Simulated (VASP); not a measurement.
# Ga (P2_1/m) in VASP: settings compared, part 2 of 2

VASP 6.6.1. Earlier steps stand in the parts before.

## (4) Single point, PBEsol (17.83 Å³/atom)

This run uses another cell than the first one, of 17.83 Å³/atom.

Contents of INCAR:

```
PREC = Accurate
ENCUT = 520
EDIFF = 1E-6
ISMEAR = -1
SIGMA = 0.05
LREAL = False
LASPH = True
NELM = 60
ALGO = Normal
ISIF = 2
LWAVE = False
LCHARG = True
GGA = PS
LELF = True
LVHAR = True
NBANDS = 20
```

Contents of KPOINTS:

```
Automatic mesh
0
Gamma
  10 8 7
```

Contents of POSCAR:

```
Ga
1.0
    2.7597743949      0.0000000000      0.0000000000
    0.0000000000      3.2595839063      0.0000000000
   -1.3344145108      0.0000000000      3.9634920125
Ga
2
Direct
    0.1345962700      0.7500000000      0.7701668300
    0.8654037300      0.2500000000      0.2298331700
```

Potentials or basis: VASP PAW PBE potentials, release 64 (Ga_d).

Command:

```bash
cat potpaw_PBE.64/Ga_d/POTCAR > POTCAR
mpirun -np 1 vasp_std > vasp.out
```

OUTCAR:

```text
PREC = Accurate
   ENCUT = 520
   EDIFF = 1E-6
   ISMEAR = -1
   LREAL = False
   LASPH = True
   NELM = 60
   ISIF = 2
   GGA = PS

 ion  position               nearest neighbor table
   1  0.135  0.750  0.770-   2 2.69   2 2.69   2 2.80   2 2.80   2 2.82   2 2.82
   2  0.865  0.250  0.230-   1 2.69   1 2.69   1 2.80   1 2.80   1 2.82   1 2.82

  LATTYP: Found a simple monoclinic cell.
 ALAT       =     2.7597743949
 B/A-ratio  =     1.1811052064
 C/A-ratio  =     1.5153762184
 COS(beta)  =    -0.3190778872

  Lattice vectors:

 A1 = (   2.7597743949,   0.0000000000,   0.0000000000)
 A2 = (   0.0000000000,   3.2595839063,   0.0000000000)
 A3 = (  -1.3344145108,   0.0000000000,   3.9634920125)

Analysis of symmetry for initial positions (statically):
=====================================================================
 Subroutine PRICEL returns:
 Original cell was already a primitive cell.

 Routine SETGRP: Setting up the symmetry group for a
 simple monoclinic supercell.

 Subroutine GETGRP returns: Found  4 space group operations
 (whereof  2 operations were pure point group operations)
 out of a pool of  4 trial point group operations.

The static configuration has the point symmetry S_2 .
 The point group associated with its full space group is C_2h.

Analysis of symmetry for dynamics (positions and initial velocities):
=====================================================================
 Subroutine PRICEL returns:
 Original cell was already a primitive cell.

 Routine SETGRP: Setting up the symmetry group for a
 simple monoclinic supercell.

 Subroutine GETGRP returns: Found  4 space group operations
 (whereof  2 operations were pure point group operations)
 out of a pool of  4 trial point group operations.

The dynamic configuration has the point symmetry S_2 .
 The point group associated with its full space group is C_2h.

 Subroutine INISYM returns: Found  4 space group operations
 (whereof  2 operations are pure point group operations),
 and found     1 'primitive' translations

----------------------------------------------------------------------------------------

                                     Primitive cell

  volume of cell :      35.6544

  direct lattice vectors                    reciprocal lattice vectors
     2.759774395  0.000000000  0.000000000     0.362348459  0.000000000  0.121994201
     0.000000000  3.259583906  0.000000000     0.000000000  0.306787623  0.000000000
    -1.334414511  0.000000000  3.963492013     0.000000000  0.000000000  0.252302767

  length of vectors
     2.759774395  3.259583906  4.182096486     0.382333612  0.306787623  0.252302767

  position of ions in fractional coordinates (direct lattice)
     0.134596270  0.750000000  0.770166830
     0.865403730  0.250000000  0.229833170

  ion indices of the primitive-cell ions
   primitive index   ion index
                 1           1
                 2           2

----------------------------------------------------------------------------------------

 KPOINTS: Automatic mesh

Automatic generation of k-mesh.
 Grid dimensions read from file:
 generate k-points for:   10    8    7

 Generating k-lattice:

  Cartesian coordinates                     Fractional coordinates (reciprocal lattice)
     0.036234846  0.000000000  0.012199420     0.100000000  0.000000000 -0.000000000
     0.000000000  0.038348453  0.000000000     0.000000000  0.125000000  0.000000000
     0.000000000  0.000000000  0.036043252     0.000000000  0.000000000  0.142857143

  Length of vectors
     0.038233361  0.038348453  0.036043252

  Shift w.r.t. Gamma in fractional coordinates (k-lattice)
     0.000000000  0.000000000  0.000000000

 Subroutine IBZKPT returns following result:
 ===========================================

 Found    180 irreducible k-points:

 Following reciprocal coordinates:
            Coordinates               Weight
  0.000000  0.000000  0.000000      1.000000
  0.100000  0.000000  0.000000      2.000000
  0.200000  0.000000  0.000000      2.000000
[... 32 lines left out ...]
   ISYM   =      2    0-nonsym 1-usesym 2-fastsym
   POTIM  = 0.5000    time-step for ionic-motion
   TEBEG  =    0.0;   TEEND  =   0.0 temperature during run
   PSTRESS=    0.0 pullay stress
   NELECT =      26.0000    total number of electrons
   NUPDOWN=      -1.0000    fix difference up-down
   EMIN   =  10.00;   EMAX   =-10.00  energy-range for DOS
   EFERMI =   0.00;   METHOD = LEGACY
   ISMEAR =    -1;   SIGMA  =   0.05  broadening in eV -4-tet -1-fermi 0-gaus
   EFERMI_NEDOS =   21; number of points for ismear=-14 and -15
   IALGO  =     38    algorithm
   IMIX   =      4    mixing-type and parameters
     AMIX     =   0.40;   BMIX     =  1.00
     AMIX_MAG =   1.60;   BMIX_MAG =  1.00
  volume/ion in A,a.u.               =      17.83       120.30
  Fermi-wavevector in a.u.,A,eV,Ry     =   1.473538  2.784583 29.542528  2.171315
  Thomas-Fermi vector in A             =   2.588419
   LORBIT       =      0    0 simple, 1 ext, 2 COOP (PROOUT), +10 PAW based schemes
   GGA     = PS    functional components
   LHFCALC =     F    Hartree Fock is set to
   AEXX    =    0.0000 exact exchange contribution
   IVDW    =     0    specifies the selected vdW correction
   LEPSILON=     F    determine dielectric tensor
   LRPA    =     F    only Hartree local field effects (RPA)
 non-spin polarized calculation
  energy-cutoff  :      520.00
  volume of cell :       35.65
 maximum number of plane-waves:       978
 NGX is ok and might be reduce to    24
   NGX = 11   NGY = 13   NGZ = 15

 number of electron      26.0000015 magnetization

 Free energy of the ion-electron system (eV)
  ---------------------------------------------------
  ext. energy  EPLUGINS =         0.00000000
  ---------------------------------------------------
  free energy    TOTEN  =        -6.69318031 eV

  energy without entropy =       -6.68892049  energy(sigma->0) =       -6.69105040

 E-fermi :   5.8808     XC(G=0): -11.3941

 val. band max:        5.8019359310   @ k =  -0.4000   0.2500   0.2857
 cond. band min:       5.8958254301   @ k =   0.3000   0.1250   0.0000
 fundamental gap:      0.0938894991
 Fermi energy:         5.8808327840

 k-point     1 :       0.0000    0.0000    0.0000
  band No.  band energies     occupation
      1      -9.2744      2.00000
      2      -9.2618      2.00000
      3      -9.2064      2.00000
      4      -9.1944      2.00000
      5      -8.9221      2.00000
      6      -8.9189      2.00000
[... 12 lines left out ...]
     19      17.1212      0.00000
     20      18.9729      0.00000
[... 507 lines left out ...]
 k-point    24 :       0.5000    0.3750    0.0000
  band No.  band energies     occupation
      1      -9.2629      2.00000
      2      -9.1980      2.00000
      3      -9.1606      2.00000
      4      -9.1417      2.00000
      5      -8.9797      2.00000
      6      -8.8999      2.00000
[... 12 lines left out ...]
     19      16.5106      0.00000
     20      17.1623      0.00000

 [... further k-points ...]

------------------------ aborting loop because EDIFF is reached ----------------------------------------

  FORCE on cell =-STRESS in cart. coord.  units (eV):
  Direction    XX          YY          ZZ          XY          YZ          ZX
  --------------------------------------------------------------------------------------
  -------------------------------------------------------------------------------------
  Total        0.2546771     -0.1214187      0.1948640      0.0000000      0.0000000     -0.0920017
  in kB       11.4442351     -5.4560999      8.7564580      0.0000000      0.0000000     -4.1342123
  external PRESSURE =       4.9148644 kB  Pullay stress =       0.0000000 kB

 VOLUME and BASIS-vectors are now :
 -----------------------------------------------------------------------------
  energy-cutoff  :      520.00
  volume of cell :       35.65
      direct lattice vectors                 reciprocal lattice vectors
     2.759774395  0.000000000  0.000000000     0.362348459  0.000000000  0.121994201
     0.000000000  3.259583906  0.000000000     0.000000000  0.306787623  0.000000000
    -1.334414511  0.000000000  3.963492013     0.000000000  0.000000000  0.252302767

 POSITION                                       TOTAL-FORCE (eV/Angst)
 -----------------------------------------------------------------------------------
     -0.65627      2.44469      3.05255        -0.007377      0.000000     -0.079576
      2.08163      0.81490      0.91094         0.007377      0.000000      0.079576
 -----------------------------------------------------------------------------------
    total drift:                               -0.000000     -0.000000      0.000000

  FREE ENERGIE OF THE ION-ELECTRON SYSTEM (eV)
  ---------------------------------------------------
  free  energy   TOTEN  =        -6.6931803055 eV

  energy  without entropy=       -6.6889204880  energy(sigma->0) =       -6.69105040
```

OSZICAR:

```text
N       E                     dE             d eps       ncg     rms          rms(c)
DAV:   1     0.130062647944E+03    0.13006E+03   -0.13178E+04  7712   0.250E+03
DAV:   2     0.444606792940E+01   -0.12562E+03   -0.12246E+03  7468   0.383E+02
DAV:   3    -0.662256461191E+01   -0.11069E+02   -0.11009E+02  8048   0.942E+01
DAV:   4    -0.678611367511E+01   -0.16355E+00   -0.16346E+00  8256   0.126E+01
DAV:   5    -0.678890091030E+01   -0.27872E-02   -0.27871E-02  8264   0.161E+00    0.162E+00
DAV:   6    -0.670984756665E+01    0.79053E-01   -0.14964E-01  9456   0.673E+00    0.773E-01
DAV:   7    -0.669517218499E+01    0.14675E-01   -0.22740E-02 10456   0.216E+00    0.231E-01
DAV:   8    -0.669316649251E+01    0.20057E-02   -0.25372E-03  8044   0.725E-01    0.152E-02
DAV:   9    -0.669317985112E+01   -0.13359E-04   -0.90288E-05  8392   0.972E-02    0.791E-03
DAV:  10    -0.669318030550E+01   -0.45439E-06   -0.44778E-06  7480   0.264E-02
   1 F= -.66931803E+01 E0= -.66910504E+01  d E =-.425982E-02
```

stdout:

```text
POSCAR found type information on POSCAR Ga
 POSCAR found :  1 types and       2 ions
 scaLAPACK will be used
 -----------------------------------------------------------------------------
|                                                                             |
|                                                                             |
|     You enforced a specific xc type in the INCAR file but a different       |
|     I HOPE YOU KNOW WHAT YOU ARE DOING!                                     |
|                                                                             |
 -----------------------------------------------------------------------------

 LDA part: xc-table for (Slater+PW92), standard interpolation
 POSCAR, INCAR and KPOINTS ok, starting setup
 FFT: planning ... GRIDC
 FFT: planning ... GRID_SOFT
 FFT: planning ... GRID
 WAVECAR not read
 entering main loop
```

Run time: 54 s. Hardware: 1 thread of Intel Xeon 8259CL, shared host; peak memory 0.22 GiB.

Results:

* Free energy: -6.6932 eV
* Pressure: 0.5 GPa
* Largest force: 0.080 eV/Å
* Band gap on the k mesh: zero (bands 13 and 14 overlap by 8.47 eV)

Forces on the atoms (eV/Å):
```
Ga  -0.007  0.000 -0.080
Ga   0.007  0.000  0.080
```

Levels at points of the mesh, in eV from the Fermi level:
| k point | band 11 | band 12 | band 13 | band 14 | band 15 | band 16 |
| --- | --- | --- | --- | --- | --- | --- |
| (0.00, 0.00, 0.00) | -11.57 | -2.14 | -1.40 | 1.82 | 5.64 | 9.31 |
| (0.50, 0.00, 0.00) | -6.32 | -5.39 | -1.44 | 0.24 | 6.28 | 6.71 |
| (0.00, 0.50, 0.00) | -7.94 | -7.94 | 1.74 | 1.74 | 2.73 | 2.73 |
| (0.50, 0.50, 0.00) | -2.93 | -2.93 | -1.75 | -1.75 | 2.19 | 2.19 |

Caveat: the PAW data sets were made with another functional, which shifts forces and pressure a little.

## (5) Relaxation of cell and atoms, PBEsol, target pressure 10 GPa, at which the enthalpy is minimised

This run uses another cell than the first one, of 18.19 Å³/atom.

Contents of INCAR:

```
PREC = Accurate
ENCUT = 600
EDIFF = 1E-7
ISMEAR = -1
SIGMA = 0.05
LREAL = F
LASPH = T
NELM = 60
ALGO = Normal
ISIF = 3
LWAVE = F
LCHARG = F
GGA = PS
IBRION = 2
NSW = 80
EDIFFG = -0.01
PSTRESS = 100.0
```

Contents of KPOINTS:

```
regular mesh
0
Gamma
  10 8 7
```

Contents of POSCAR:

```
Ga
1.0
    2.7784220849      0.0000000000      0.0000000000
    0.0000000000      3.2816087900      0.0000000000
   -1.3434310986      0.0000000000      3.9902731763
Ga
2
Direct
    0.1345962700      0.7500000000      0.7701668300
    0.8654037300      0.2500000000      0.2298331700
```

Command:

```bash
cat potpaw_PBE.64/Ga_d/POTCAR > POTCAR
mpirun -np 1 vasp_std > vasp.out
```

Run time: 14 min. Hardware: 1 thread of Intel Xeon Platinum 8488C (Sapphire Rapids), shared host; peak memory 0.26 GiB.

Results (log left out):

- Free energy: -6.5831 eV
- Relaxed volume: 15.85 Å³/atom
- Relaxed cell: a = 2.671 Å, b = 3.004 Å, c = 4.181 Å, α = 90.00°, β = 109.05°, γ = 90.00°
- Space group after relaxing (to 0.1 Å): Cmcm (No. 63)
- Energy change on relaxing (the run minimises the enthalpy): +54.9 meV/atom
- Ionic steps: 13
- Pressure after relaxing: 10.0 GPa
- Band gap on the k mesh: zero (bands 13 and 14 overlap by 9.90 eV)

Forces in eV/Å, atoms in the order of the input:
```
Ga   0.003  0.000 -0.001
Ga  -0.003  0.000  0.001
```

Stress tensor (GPa, compression positive):
```
 9.96  0.00 -0.02
 0.00 10.06  0.00
-0.02  0.00 10.10
```

The path:
| step | energy change (eV) | largest force (eV/Å) | pressure (GPa) | volume (Å³) |
| --- | --- | --- | --- | --- |
| 1 | 0.0000 | 0.0722 | -0.65 | 36.38 |
| 2 | 0.2257 | 0.0890 | 15.48 | 30.38 |
| 3 | 0.1136 | 0.0823 | 10.10 | 31.80 |
| 4 | 0.1113 | 0.0069 | 10.11 | 31.80 |
| 5 | 0.1111 | 0.0489 | 10.05 | 31.79 |
| 6 | 0.1083 | 0.0238 | 9.87 | 31.81 |
| 7 | 0.1052 | 0.0176 | 9.69 | 31.84 |
| 8 | 0.1002 | 0.1020 | 9.55 | 31.89 |
| 9 | 0.1071 | 0.0895 | 9.84 | 31.77 |
| 10 | 0.1056 | 0.0925 | 9.75 | 31.79 |
| 11 | 0.1098 | 0.0495 | 9.99 | 31.71 |
| 12 | 0.1138 | 0.0123 | 10.22 | 31.65 |
| 13 | 0.1099 | 0.0028 | 10.04 | 31.71 |

Final structure:
```
Ga
1.0
     2.67058    0.00000   -0.02566
     0.00000    3.00442    0.00000
    -1.32683    0.00000    3.96465
Ga
2
Direct
  0.13195 0.75000 0.76737
  0.86805 0.25000 0.23263
```

Levels at points of the mesh, in eV from the Fermi level:
```
           k point  band 11  band 12  band 13  band 14  band 15  band 16
(0.00, 0.00, 0.00)   -12.62    -3.17    -1.86     3.12     7.10     9.74
(0.50, 0.00, 0.00)    -6.76    -6.06    -2.30    -0.38     7.11     8.05
(0.00, 0.50, 0.00)    -8.25    -8.25     1.51     1.51     2.37     2.37
(0.50, 0.50, 0.00)    -2.89    -2.89    -1.54    -1.54     1.92     1.92
```

Caveat: the cell is relaxed towards a set pressure, so the run minimises the enthalpy, not the energy; the PAW data sets were made with another functional, which shifts forces and pressure a little.

## (6) Relaxation of cell and atoms, PBEsol, target pressure 20 GPa, at which the enthalpy is minimised

This run uses another cell than the first one, of 18.19 Å³/atom.

Contents of INCAR:

```
SYSTEM = Ga
ALGO = Normal ; EDIFF = 1E-6
EDIFFG = -0.01 ; ENCUT = 600
GGA = PS ; IBRION = 2
ISIF = 3 ; ISMEAR = -1
LASPH = .True. ; LCHARG = .False.
LREAL = .False. ; LWAVE = .False.
NELM = 100 ; NSW = 80
PREC = Accurate ; PSTRESS = 200.0
SIGMA = 0.05
```

Contents of KPOINTS:

```
k-points
0
Gamma
  10 8 7
  0 0 0
```

POSCAR is that of step 5.

Potentials or basis: VASP PAW PBE potentials, release 64 (Ga_d).

Command:

```bash
cat potpaw_PBE.64/Ga_d/POTCAR > POTCAR
mpirun -np 1 vasp_std > vasp.out
```

Run time: 14 min. Hardware: 1 thread of Intel Xeon Platinum 8488C (Sapphire Rapids), shared host; peak memory 0.26 GiB.

The run converged. Its results:

```
Free energy                                                : -6.3657 eV
Relaxed volume                                             : 14.67 Å³/atom
Relaxed cell                                               : a = 2.599 Å, b = 2.920 Å, c = 4.083 Å, α = 90.00°, β = 108.81°, γ = 90.00°
Space group after relaxing (to 0.1 Å)                      : Cmcm (No. 63)
Energy change on relaxing (the run minimises the enthalpy) : +163.6 meV/atom
Ionic steps                                                : 17
Pressure after relaxing                                    : 20.0 GPa
Largest force after relaxing                               : 0.006 eV/Å
Band gap on the k mesh                                     : zero (bands 13 and 14 overlap by 10.59 eV)
```

Forces in eV/Å, atoms in the order of the input:
```
Ga   0.005  0.000  0.003
Ga  -0.005  0.000 -0.003
```

The path:
```
step  energy change (eV)  largest force (eV/Å)  pressure (GPa)  volume (Å³)
   1              0.0000                0.0719           -0.75        36.38
   2              1.1907                0.2171           50.71        25.33
   3              0.3147                0.1442           19.16        29.57
   4              0.3330                0.1461           20.18        29.42
   5              0.3299                0.0075           19.98        29.41
   6              0.3302                0.0891           20.03        29.39
   7              0.3307                0.1202           20.03        29.39
   8              0.3265                0.0766           19.95        29.38
   9              0.3289                0.0790           19.67        29.34
  10              0.3233                0.0120           19.84        29.37
  11              0.3237                0.0327           19.81        29.36
  12              0.3352                0.0069           20.27        29.27
  13              0.3305                0.0175           20.19        29.30
  14              0.3292                0.0208           20.06        29.32
  15              0.3296                0.0187           20.05        29.31
  16              0.3300                0.0176           20.07        29.31
  17              0.3273                0.0056           20.01        29.33
```

Final structure:
```xyz
2
Lattice="2.5989 0.0000 -0.0207 0.0000 2.9199 0.0000 -1.2858 0.0000 3.8753" Properties=species:S:1:pos:R:3 pbc="T T T"
Ga   -0.6370    2.1899    2.9686
Ga    1.9501    0.7300    0.8860
```

Levels at points of the mesh, in eV from the Fermi level:
| k point | band 10 | band 11 | band 12 | band 13 | band 14 | band 15 | band 16 | band 17 |
| --- | --- | --- | --- | --- | --- | --- | --- | --- |
| (0.00, 0.00, 0.00) | -14.79 | -13.34 | -3.55 | -1.80 | 3.32 | 7.48 | 10.37 | 11.53 |
| (0.50, 0.00, 0.00) | -14.84 | -6.99 | -6.50 | -2.51 | -0.31 | 7.49 | 8.68 | 10.19 |
| (0.00, 0.50, 0.00) | -14.89 | -8.66 | -8.66 | 1.50 | 1.50 | 2.49 | 2.49 | 13.79 |
| (0.50, 0.50, 0.00) | -14.82 | -3.06 | -3.06 | -1.46 | -1.46 | 1.98 | 1.98 | 4.78 |

Caveat: the cell is relaxed towards a set pressure, so the run minimises the enthalpy, not the energy; the volume moved by over 15 % at a fixed basis, so the end points are rough; the PAW data sets were made with another functional, which shifts forces and pressure a little.

## (7) Summary

| task | level | potentials or basis | cell | cutoff (eV) | gap on the mesh (eV) | pressure (GPa) | largest force (eV/Å) |
| --- | --- | --- | --- | --- | --- | --- | --- |
| single point | PBEsol | VASP PAW PBE potentials, release 64 (Ga_d) | a = 2.741, b = 3.237, c = 4.153 Å, angles 90.0, 108.6, 90.0°, 2 atoms | 520 | none | 2.1 | 0.09 |
| single point | LDA | VASP PAW LDA potentials, release 64 (Ga_d) | a = 2.760, b = 3.260, c = 4.182 Å, angles 90.0, 108.6, 90.0°, 2 atoms | 520 | none | -1.6 | 0.07 |
| single point | PBEsol | VASP PAW PBE potentials, release 64 (Ga_d) | a = 2.760, b = 3.260, c = 4.182 Å, angles 90.0, 108.6, 90.0°, 2 atoms | 520 | none | 0.5 | 0.08 |
| relaxation of cell and atoms | PBEsol | VASP PAW PBE potentials, release 64 (Ga_d) | relaxed to 10 GPa from a = 2.778, b = 3.282, c = 4.210 Å, angles 90.0, 108.6, 90.0°, 2 atoms | 600 | none | 10.0 | - |
| relaxation of cell and atoms | PBEsol | VASP PAW PBE potentials, release 64 (Ga_d) | relaxed to 20 GPa from a = 2.778, b = 3.282, c = 4.210 Å, angles 90.0, 108.6, 90.0°, 2 atoms | 600 | none | 20.0 | 0.01 |

Alike in all rows: no spin polarisation; k mesh 10 × 8 × 7; smearing fermi-dirac 0.05 eV.

Caveats: the PAW data sets were made with another functional, which shifts forces and pressure a little (at least some runs); the cell is relaxed towards a set pressure, so the run minimises the enthalpy, not the energy (at least some runs); the volume moved by over 15 % at a fixed basis, so the end points are rough (at least some runs).

Total energies depend on the potentials used, so only differences within one code and one set of settings carry meaning.
